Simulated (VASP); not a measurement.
Write the native input for VASP 6.6.1 that does the following.

* Task: single point
* Functional: PBE
* Potentials or basis: VASP PAW PBE potentials, release 64 (Sn_d, O)
* Cutoff: 520 eV
* k mesh: 5 × 5 × 7
* Occupations: fermi-dirac, width 0.05 eV
* Spin: no spin polarisation
* Dipole correction: no
* Further INCAR settings: ALGO = Normal; EDIFF = 1e-06; NBANDS = 35

The structure of SnO2 (Cassiterite) lies in POSCAR:

```
SnO2
1.0
    4.7380000000     -0.0947600000      0.0000000000
   -0.0947600000      4.7380000000      0.0000000000
    0.0000000000      0.0000000000      3.1865000000
Sn O
2 4
Direct
    0.5000000000      0.5000000000      0.5000000000
    0.0000000000      0.0000000000      0.0000000000
    0.8071000000      0.1929000000      0.5000000000
    0.6929000000      0.6929000000      0.0000000000
    0.1929000000      0.8071000000      0.5000000000
    0.3071000000      0.3071000000      0.0000000000
```

One way to write it, as run:

INCAR

```
PREC = Accurate
ENCUT = 520
EDIFF = 1E-6
ISMEAR = -1
SIGMA = 0.05
LREAL = False
LASPH = True
NELM = 80
ALGO = Normal
ISIF = 2
LWAVE = False
LCHARG = True
GGA = PE
LELF = True
LVHAR = True
NBANDS = 35
```

KPOINTS

```
Automatic mesh
0
Gamma
  5 5 7
```

Potentials or basis: VASP PAW PBE potentials, release 64 (Sn_d, O).

Command:

```sh
$ cat potpaw_PBE.64/Sn_d/POTCAR potpaw_PBE.64/O/POTCAR > POTCAR
$ mpirun -np 1 vasp_std > vasp.out
```

It gave:

```json
{"Pressure": "12.2 GPa", "Largest force": "0.388 eV/Å", "Band gap on the k mesh": "1.27 eV, direct"}
```

Caveat: spin-orbit coupling is left out, which moves the levels of the heavy elements.

Run time: 3.1 min on 1 thread of AMD EPYC 7R13 (shared host), peak memory 0.18 GiB.
